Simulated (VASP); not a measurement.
Wanted: the native input for a VASP 6.6.1 run.

```
Task                   : relaxation of cell and atoms
Functional             : PBE
Potentials or basis    : VASP PAW PBE potentials, release 64 (Mg)
Cutoff                 : 600 eV
k mesh                 : 12 × 12 × 8
Occupations            : gaussian, width 0.1 eV
Spin                   : no spin polarisation
Dipole correction      : no
Further INCAR settings : ALGO = Normal; EDIFF = 1e-07; IBRION = 2; EDIFFG = -0.02; NSW = 90; ISIF = 3
```

The structure of Mg lies in POSCAR:

```
Mg
1.0
    3.2093000000      0.0000000000      0.0000000000
   -1.6046500000      2.7793353284      0.0000000000
    0.0000000000      0.0000000000      5.2103000000
Mg
2
Direct
    0.3333333333      0.6666666667      0.2500000000
    0.6666666667      0.3333333333      0.7500000000
```

One way to write it, as run:

INCAR

```
SYSTEM = Mg
ALGO = Normal
EDIFF = 1E-7
EDIFFG = -0.02
ENCUT = 600
GGA = PE
IBRION = 2
ISIF = 3
ISMEAR = 0
LASPH = .TRUE.
LCHARG = .FALSE.
LREAL = .FALSE.
LWAVE = .FALSE.
NELM = 60
NSW = 90
PREC = Accurate
SIGMA = 0.1
```

KPOINTS

```
k-points
0
G
  12 12 8
  0 0 0
```

Potentials or basis: VASP PAW PBE potentials, release 64 (Mg).

The run is started by

```bash
$ cat potpaw_PBE.64/Mg/POTCAR > POTCAR
$ mpirun -np 1 vasp_std > vasp.out
```

It gave:

```
Relaxed volume                         : 22.84 Å³/atom
Relaxed cell                           : a = 3.210 Å, b = 3.210 Å, c = 5.117 Å, α = 90.00°, β = 90.00°, γ = 120.00°
Space group after relaxing (to 0.05 Å) : P6_3/mmc (No. 194)
Energy gained by relaxing              : 1.6 meV/atom
Ionic steps                            : 5
Pressure after relaxing                : 0.0 GPa
Band gap on the k mesh                 : zero (band 2 reaches 3.61 eV, above the bottom of band 3 at 1.59 eV)
```

Run time: 31 s on 1 thread of Intel(R) Xeon(R) 6975P-C (Granite Rapids) (shared host), peak memory 0.2 GiB.
